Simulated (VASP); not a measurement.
# NiO (Fm-3m) in VASP: notebook

NiO is run at these levels: LDA+U; tasks: single point.

Program: VASP 6.6.1. These are calculated values, not measurements. Logs are shortened: lines on timing, memory, paths and dates and some standing lists are left out, and cuts for length are marked.

## 1. The cell of the first run

Symmetry: Fm-3m, No. 225, cubic system. Conventional cell: a = 4.183 Å, b = 4.183 Å, c = 4.183 Å, α = 90.00°, β = 90.00°, γ = 90.00°. Ni (site symmetry m-3m) has 6 O at 2.09 Å within 2.8 Å. Within 2.8 Å of O (site symmetry m-3m) lie 6 Ni at 2.09 Å.

## 2. Single point, LDA+U, collinear spin, antiferromagnetic start

Contents of INCAR:

```
SYSTEM = NiO
ALGO = Normal ; EDIFF = 1E-7
ENCUT = 520 ; GGA = CA
ISIF = 2 ; ISMEAR = 0
ISPIN = 2 ; LASPH = .TRUE.
LCHARG = .FALSE. ; LDAU = .TRUE.
LDAUJ = 0 0 ; LDAUL = 2 -1
LDAUPRINT = 1 ; LDAUTYPE = 2
LDAUU = 4 0 ; LMAXMIX = 4
LORBIT = 11 ; LREAL = .FALSE.
LWAVE = .FALSE. ; MAGMOM = 1.69 -1.69 0 0
NBANDS = 28 ; NELM = 150
PREC = Accurate ; SIGMA = 0.05
```

Contents of KPOINTS:

```
k-points
0
G
  8 8 8
  0 0 0
```

Contents of POSCAR:

```
NiO
1.0
    0.0000000000      2.0913095100      2.0913095100
    2.0913095100      0.0000000000      2.0913095100
    4.1826190200      4.1826190200      0.0000000000
Ni O
2 2
Direct
    0.0000000000      0.0000000000      0.0000000000
    0.0000000000      0.0000000000      0.5000000000
    0.5000000000      0.5000000000      0.2500000000
    0.5000000000      0.5000000000      0.7500000000
```

Potentials or basis: VASP PAW LDA potentials, release 64 (Ni, O).

Command:

```console
> cat potpaw_LDA.64/Ni/POTCAR potpaw_LDA.64/O/POTCAR > POTCAR
> mpirun -np 1 vasp_std > vasp.out
```

OUTCAR:

```text
SYSTEM = NiO
   EDIFF = 1E-7
   ENCUT = 520
   GGA = CA
   ISIF = 2
   ISMEAR = 0
   ISPIN = 2
   LASPH = .TRUE.
   LORBIT = 11
   LREAL = .FALSE.
   NELM = 150
   PREC = Accurate

 ion  position               nearest neighbor table
   1  0.000  0.000  0.000-   4 2.09   3 2.09   4 2.09   3 2.09   4 2.09   3 2.09   2 2.96   2 2.96
                             2 2.96   2 2.96   2 2.96   2 2.96
   2  0.000  0.000  0.500-   3 2.09   3 2.09   4 2.09   3 2.09   4 2.09   4 2.09   1 2.96   1 2.96
                             1 2.96   1 2.96   1 2.96   1 2.96
   3  0.500  0.500  0.250-   1 2.09   1 2.09   2 2.09   1 2.09   2 2.09   2 2.09
   4  0.500  0.500  0.750-   2 2.09   1 2.09   2 2.09   1 2.09   2 2.09   1 2.09

  LATTYP: Found a trigonal (rhomboedric) cell.
 ALAT       =     5.1226411937
 COS(alpha) =     0.8333333333

  Lattice vectors:

 A1 = (   4.1826190200,   2.0913095100,  -2.0913095100)
 A2 = (   2.0913095100,   2.0913095100,  -4.1826190200)
 A3 = (   2.0913095100,   4.1826190200,  -2.0913095100)

Analysis of symmetry for initial positions (statically):
=====================================================================
 Subroutine PRICEL returns following result:

  LATTYP: Found a face centered cubic cell.
 ALAT       =     4.1826190200
[... 12 lines left out ...]
 Subroutine GETGRP returns: Found 12 space group operations
 (whereof 12 operations were pure point group operations)
 out of a pool of 12 trial point group operations.

The static configuration has the point symmetry D_3d.

Analysis of symmetry for dynamics (positions and initial velocities):
=====================================================================
 Subroutine PRICEL returns following result:

  LATTYP: Found a face centered cubic cell.
 ALAT       =     4.1826190200
[... 12 lines left out ...]
 Subroutine GETGRP returns: Found 12 space group operations
 (whereof 12 operations were pure point group operations)
 out of a pool of 12 trial point group operations.

The dynamic configuration has the point symmetry D_3d.

Analysis of structural, dynamic, and magnetic symmetry:
=====================================================================
 Subroutine PRICEL returns following result:

  LATTYP: Found a face centered cubic cell.
 ALAT       =     4.1826190200
[... 12 lines left out ...]
 Subroutine GETGRP returns: Found 12 space group operations
 (whereof 12 operations were pure point group operations)
 out of a pool of 12 trial point group operations.

The overall configuration has the point symmetry D_3d.

 Subroutine INISYM returns: Found 12 space group operations
 (whereof 12 operations are pure point group operations),
 and found     2 'primitive' translations

----------------------------------------------------------------------------------------

                                     Primitive cell

  volume of cell :      18.2930

  direct lattice vectors                    reciprocal lattice vectors
     0.000000000  2.091309510  2.091309510    -0.239084649  0.239084649  0.239084649
     2.091309510  0.000000000  2.091309510     0.239084649 -0.239084649  0.239084649
     2.091309510  2.091309510  0.000000000     0.239084649  0.239084649 -0.239084649

  length of vectors
     2.957558272  2.957558272  2.957558272     0.414106759  0.414106759  0.414106759

  position of ions in fractional coordinates (direct lattice)
     0.000000000  0.000000000  0.000000000
[... 142 lines left out ...]

 occupancies and eigenvectors

  o =  0.2251  v =  0.0000  0.0000  0.0000  0.0000  0.0000 -0.0000  0.0011  0.0167 -0.0012  0.9999      0.0000  0.0000  0.0000  0.0000  0.0000  0.0000  0.0000  0.0000  0.0000  0.0000
  o =  0.2251  v =  0.0000  0.0000  0.0000  0.0000  0.0000 -0.0013 -0.0007  0.9999 -0.0006 -0.0167      0.0000  0.0000  0.0000  0.0000  0.0000  0.0000  0.0000  0.0000  0.0000  0.0000
  o =  0.9720  v =  0.0000  0.0000  0.0000  0.0000  0.0000  0.6038 -0.1741  0.0012  0.7779  0.0011      0.0000  0.0000  0.0000  0.0000  0.0000  0.0000  0.0000  0.0000  0.0000  0.0000
  o =  0.9720  v =  0.0000  0.0000  0.0000  0.0000  0.0000  0.5496  0.7977  0.0011 -0.2481 -0.0012      0.0000  0.0000  0.0000  0.0000  0.0000  0.0000  0.0000  0.0000  0.0000  0.0000
  o =  0.9721  v =  0.0000  0.0000  0.0000  0.0000  0.0000 -0.5774  0.5774  0.0000  0.5774 -0.0000      0.0000  0.0000  0.0000  0.0000  0.0000  0.0000  0.0000  0.0000  0.0000  0.0000
  o =  0.9753  v =  0.7618  0.1265  0.0024  0.6353  0.0009  0.0000  0.0000  0.0000  0.0000  0.0000      0.0000  0.0000  0.0000  0.0000  0.0000  0.0000  0.0000  0.0000  0.0000  0.0000
  o =  0.9753  v =  0.2937  0.8066  0.0009 -0.5129 -0.0024  0.0000  0.0000  0.0000  0.0000  0.0000      0.0000  0.0000  0.0000  0.0000  0.0000  0.0000  0.0000  0.0000  0.0000  0.0000
  o =  0.9753  v = -0.5774  0.5774  0.0000  0.5774 -0.0000  0.0000  0.0000  0.0000  0.0000  0.0000      0.0000  0.0000  0.0000  0.0000  0.0000  0.0000  0.0000  0.0000  0.0000  0.0000
  o =  1.0113  v =  0.0021  0.0011 -1.0000  0.0011  0.0000  0.0000  0.0000  0.0000  0.0000  0.0000      0.0000  0.0000  0.0000  0.0000  0.0000  0.0000  0.0000  0.0000  0.0000  0.0000
  o =  1.0113  v =  0.0000  0.0018  0.0000 -0.0018  1.0000  0.0000  0.0000  0.0000  0.0000  0.0000      0.0000  0.0000  0.0000  0.0000  0.0000  0.0000  0.0000  0.0000  0.0000  0.0000

atom =   2  type =  1  l = 2

 onsite density matrix

spin component  1

  0.9720 -0.0000  0.0010 -0.0000 -0.0000
 -0.0000  0.9720  0.0005  0.0000 -0.0009
  0.0010  0.0005  0.2251  0.0005  0.0000
 -0.0000  0.0000  0.0005  0.9720  0.0009
 -0.0000 -0.0009  0.0000  0.0009  0.2251

spin component  2

  0.9753 -0.0000 -0.0001 -0.0000  0.0000
 -0.0000  0.9753 -0.0000  0.0000  0.0001
 -0.0001 -0.0000  1.0113 -0.0000  0.0000
 -0.0000  0.0000 -0.0000  0.9753 -0.0001
  0.0000  0.0001  0.0000 -0.0001  1.0113

 occupancies and eigenvectors

  o =  0.2251  v =  0.0000  0.0012 -0.0025 -0.0012  1.0000  0.0000  0.0000  0.0000  0.0000  0.0000      0.0000  0.0000  0.0000  0.0000  0.0000  0.0000  0.0000  0.0000  0.0000  0.0000
  o =  0.2251  v = -0.0013 -0.0007  1.0000 -0.0007  0.0025  0.0000  0.0000  0.0000  0.0000  0.0000      0.0000  0.0000  0.0000  0.0000  0.0000  0.0000  0.0000  0.0000  0.0000  0.0000
  o =  0.9720  v =  0.3524  0.8141  0.0007 -0.4617 -0.0015  0.0000  0.0000  0.0000  0.0000  0.0000      0.0000  0.0000  0.0000  0.0000  0.0000  0.0000  0.0000  0.0000  0.0000  0.0000
  o =  0.9720  v =  0.7365  0.0631  0.0015  0.6734  0.0007  0.0000  0.0000  0.0000  0.0000  0.0000      0.0000  0.0000  0.0000  0.0000  0.0000  0.0000  0.0000  0.0000  0.0000  0.0000
  o =  0.9721  v = -0.5774  0.5774 -0.0000  0.5774  0.0000  0.0000  0.0000  0.0000  0.0000  0.0000      0.0000  0.0000  0.0000  0.0000  0.0000  0.0000  0.0000  0.0000  0.0000  0.0000
  o =  0.9753  v =  0.0000  0.0000  0.0000  0.0000  0.0000  0.0000  0.7071  0.0000 -0.7071 -0.0026      0.0000  0.0000  0.0000  0.0000  0.0000  0.0000  0.0000  0.0000  0.0000  0.0000
  o =  0.9753  v =  0.0000  0.0000  0.0000  0.0000  0.0000  0.8165  0.4082  0.0026  0.4082 -0.0000      0.0000  0.0000  0.0000  0.0000  0.0000  0.0000  0.0000  0.0000  0.0000  0.0000
  o =  0.9753  v =  0.0000  0.0000  0.0000  0.0000  0.0000 -0.5774  0.5774 -0.0000  0.5774 -0.0000      0.0000  0.0000  0.0000  0.0000  0.0000  0.0000  0.0000  0.0000  0.0000  0.0000
  o =  1.0113  v =  0.0000  0.0000  0.0000  0.0000  0.0000  0.0000 -0.0018 -0.0000  0.0018 -1.0000      0.0000  0.0000  0.0000  0.0000  0.0000  0.0000  0.0000  0.0000  0.0000  0.0000
  o =  1.0113  v =  0.0000  0.0000  0.0000  0.0000  0.0000  0.0021  0.0011 -1.0000  0.0011  0.0000      0.0000  0.0000  0.0000  0.0000  0.0000  0.0000  0.0000  0.0000  0.0000  0.0000

 number of electron      32.0000011 magnetization      -0.0000000

 Free energy of the ion-electron system (eV)
  ---------------------------------------------------
  ext. energy  EPLUGINS =         0.00000000
  ---------------------------------------------------
  free energy    TOTEN  =       -24.30929324 eV

  energy without entropy =      -24.30929324  energy(sigma->0) =      -24.30929324

 E-fermi :   6.4792     XC(G=0): -13.1291

 val. band max:        6.1568173316   @ k =   0.0000   0.0000   0.5000
 cond. band min:       8.3540867000   @ k =   0.2500   0.2500   0.0000
 fundamental gap:      2.1972693684
 Fermi energy:         6.4792214281

 spin component 1

 k-point     1 :       0.0000    0.0000    0.0000
  band No.  band energies     occupation
      1     -12.2519      1.00000
      2     -10.7743      1.00000
      3      -0.8344      1.00000
      4       0.9982      1.00000
      5       0.9982      1.00000
      6       3.0826      1.00000
[... 1481 lines left out ...]
     27      24.0993      0.00000
     28      28.4694      0.00000

 [... further k-points ...]

------------------------ aborting loop because EDIFF is reached ----------------------------------------

  FORCE on cell =-STRESS in cart. coord.  units (eV):
  Direction    XX          YY          ZZ          XY          YZ          ZX
  --------------------------------------------------------------------------------------
  -------------------------------------------------------------------------------------
  Total       -4.1808414     -4.1808414     -4.1808414     -0.0326636      0.0326636      0.0326636
  in kB     -183.0877757   -183.0877757   -183.0877757     -1.4304085      1.4304085      1.4304085
  external PRESSURE =    -183.0877757 kB  Pullay stress =       0.0000000 kB

 VOLUME and BASIS-vectors are now :
 -----------------------------------------------------------------------------
  energy-cutoff  :      520.00
  volume of cell :       36.59
      direct lattice vectors                 reciprocal lattice vectors
     0.000000000  2.091309510  2.091309510    -0.239084649  0.239084649  0.239084649
     2.091309510  0.000000000  2.091309510     0.239084649 -0.239084649  0.239084649
     4.182619020  4.182619020  0.000000000     0.119542324  0.119542324 -0.119542324

 POSITION                                       TOTAL-FORCE (eV/Angst)
 -----------------------------------------------------------------------------------
      0.00000      0.00000      0.00000         0.000000      0.000000     -0.000000
      2.09131      2.09131      0.00000         0.000000      0.000000     -0.000000
      2.09131      2.09131      2.09131         0.000000      0.000000      0.000000
      4.18262      4.18262      2.09131        -0.000000     -0.000000      0.000000
 -----------------------------------------------------------------------------------
    total drift:                                0.000000     -0.000000     -0.000000

  FREE ENERGIE OF THE ION-ELECTRON SYSTEM (eV)
  ---------------------------------------------------
  free  energy   TOTEN  =       -24.3092932401 eV

  energy  without entropy=      -24.3092932401  energy(sigma->0) =      -24.30929324

 total charge

# of ion       s       p       d       tot
------------------------------------------
    1        0.339   0.415   8.287   9.042
    2        0.339   0.415   8.287   9.042
    3        1.541   3.412   0.000   4.954
    4        1.541   3.412   0.000   4.954
--------------------------------------------------
tot          3.762   7.655  16.575  27.991

 magnetization (x)

# of ion       s       p       d       tot
------------------------------------------
    1       -0.007  -0.010   1.582   1.565
    2        0.007   0.010  -1.582  -1.565
    3        0.000   0.000   0.000   0.000
    4        0.000   0.000   0.000   0.000
--------------------------------------------------
tot          0.000   0.000   0.000   0.000
```

Wall time 3.9 min (1 thread of Intel Xeon 8259CL, shared host); peak memory 0.23 GiB.

Results:

| Property | Result |
| --- | --- |
| Free energy | -24.3093 eV |
| Pressure | -18.3 GPa |
| Band gap on the k mesh | 2.20 eV |
| Net moment | 0.00 μB per cell |
| Site moments | Ni +1.56, -1.56; O +0.00 μB |
| Valence electrons inside the program's atomic spheres | Ni 9.04; O 4.95 |

Eigenvalues of the final occupation matrices:
| site | spin | trace | eigenvalues |
| --- | --- | --- | --- |
| site 1 d | 1 | 4.95 | 0.98 0.98 0.98 1.01 1.01 |
| site 1 d | 2 | 3.37 | 0.23 0.23 0.97 0.97 0.97 |
| site 2 d | 1 | 3.37 | 0.23 0.23 0.97 0.97 0.97 |
| site 2 d | 2 | 4.95 | 0.98 0.98 0.98 1.01 1.01 |

Caveat: the cell stands under tension. A k mesh can miss the band edges.

## 3. Single point, LDA+U, collinear spin, antiferromagnetic start

Contents of INCAR:

```
SYSTEM = NiO
  PREC = Accurate
  ENCUT = 520
  EDIFF = 1E-6
  ISMEAR = 0
  SIGMA = 0.05
  LREAL = .False.
  LASPH = .True.
  NELM = 150
  ALGO = Normal
  ISIF = 2
  LWAVE = .False.
  LCHARG = .False.
  ISPIN = 2
  MAGMOM = 1.54 -1.54 0 0
  LORBIT = 11
  LMAXMIX = 4
  LDAU = .True.
  LDAUTYPE = 2
  LDAUL = 2 -1
  LDAUU = 4 0
  LDAUJ = 0 0
  LDAUPRINT = 1
  GGA = CA
  NBANDS = 28
```

Contents of KPOINTS:

```
regular mesh
0
Gamma
  8 8 8
  0 0 0
```

POSCAR is that of step 2.

Potentials or basis: VASP PAW LDA potentials, release 64 (Ni, O).

Command:

```console
> cat potpaw_LDA.64/Ni/POTCAR potpaw_LDA.64/O/POTCAR > POTCAR
> mpirun -np 1 vasp_std > vasp.out
```

OUTCAR:

```text
SYSTEM = NiO
   PREC = Accurate
   ENCUT = 520
   EDIFF = 1E-6
   ISMEAR = 0
   LREAL = .False.
   LASPH = .True.
   NELM = 150
   ISIF = 2
   ISPIN = 2
   LORBIT = 11
   GGA = CA

 ion  position               nearest neighbor table
   1  0.000  0.000  0.000-   4 2.09   3 2.09   4 2.09   3 2.09   4 2.09   3 2.09   2 2.96   2 2.96
                             2 2.96   2 2.96   2 2.96   2 2.96
   2  0.000  0.000  0.500-   3 2.09   3 2.09   4 2.09   3 2.09   4 2.09   4 2.09   1 2.96   1 2.96
                             1 2.96   1 2.96   1 2.96   1 2.96
   3  0.500  0.500  0.250-   1 2.09   1 2.09   2 2.09   1 2.09   2 2.09   2 2.09
   4  0.500  0.500  0.750-   2 2.09   1 2.09   2 2.09   1 2.09   2 2.09   1 2.09

  LATTYP: Found a trigonal (rhomboedric) cell.
 ALAT       =     5.1226411937
 COS(alpha) =     0.8333333333

  Lattice vectors:

 A1 = (   4.1826190200,   2.0913095100,  -2.0913095100)
 A2 = (   2.0913095100,   2.0913095100,  -4.1826190200)
 A3 = (   2.0913095100,   4.1826190200,  -2.0913095100)

Analysis of symmetry for initial positions (statically):
=====================================================================
 Subroutine PRICEL returns following result:

  LATTYP: Found a face centered cubic cell.
[... 1794 lines left out ...]
  -------------------------------------------------------------------------------------
  Total       -4.1872422     -4.1872422     -4.1872422     -0.0328958      0.0328958      0.0328958
  in kB     -183.3680801   -183.3680801   -183.3680801     -1.4405770      1.4405770      1.4405770
  external PRESSURE =    -183.3680801 kB  Pullay stress =       0.0000000 kB

 VOLUME and BASIS-vectors are now :
 -----------------------------------------------------------------------------
  energy-cutoff  :      520.00
  volume of cell :       36.59
      direct lattice vectors                 reciprocal lattice vectors
     0.000000000  2.091309510  2.091309510    -0.239084649  0.239084649  0.239084649
     2.091309510  0.000000000  2.091309510     0.239084649 -0.239084649  0.239084649
     4.182619020  4.182619020  0.000000000     0.119542324  0.119542324 -0.119542324

 POSITION                                       TOTAL-FORCE (eV/Angst)
 -----------------------------------------------------------------------------------
      0.00000      0.00000      0.00000        -0.000000     -0.000000      0.000000
      2.09131      2.09131      0.00000        -0.000000      0.000000      0.000000
      2.09131      2.09131      2.09131        -0.000000     -0.000000     -0.000000
      4.18262      4.18262      2.09131         0.000000      0.000000     -0.000000
 -----------------------------------------------------------------------------------
    total drift:                                0.000000     -0.000000     -0.000000

  FREE ENERGIE OF THE ION-ELECTRON SYSTEM (eV)
  ---------------------------------------------------
  free  energy   TOTEN  =       -24.3092932282 eV

  energy  without entropy=      -24.3092932282  energy(sigma->0) =      -24.30929323

 total charge

# of ion       s       p       d       tot
------------------------------------------
    1        0.339   0.415   8.287   9.042
    2        0.339   0.415   8.287   9.042
    3        1.541   3.412   0.000   4.954
    4        1.541   3.412   0.000   4.954
--------------------------------------------------
tot          3.762   7.655  16.575  27.991

 magnetization (x)

# of ion       s       p       d       tot
------------------------------------------
    1       -0.007  -0.010   1.582   1.565
    2        0.007   0.010  -1.582  -1.565
    3        0.000   0.000   0.000   0.000
    4        0.000   0.000   0.000   0.000
--------------------------------------------------
tot          0.000   0.000   0.000   0.000
```

Run time: 2.3 min. Hardware: 1 thread of Intel Xeon 8259CL, shared host; peak memory 0.23 GiB.

Results:

| Item | Value |
| --- | --- |
| Free energy | -24.3093 eV |
| Pressure | -18.3 GPa |
| Band gap on the k mesh | 2.20 eV |
| Net moment | 0.00 μB per cell |
| Site moments | Ni +1.56, -1.56; O +0.00 μB |
| Valence electrons inside the program's atomic spheres | Ni 9.04; O 4.95 |

Eigenvalues of the final occupation matrices:
```csv
site,spin,trace,eigenvalues
site 1 d,1,4.95,0.98 0.98 0.98 1.01 1.01
site 1 d,2,3.37,0.23 0.23 0.97 0.97 0.97
site 2 d,1,3.37,0.23 0.23 0.97 0.97 0.97
site 2 d,2,4.95,0.98 0.98 0.98 1.01 1.01
```

Caveat: the cell stands under tension. A k mesh can miss the band edges.
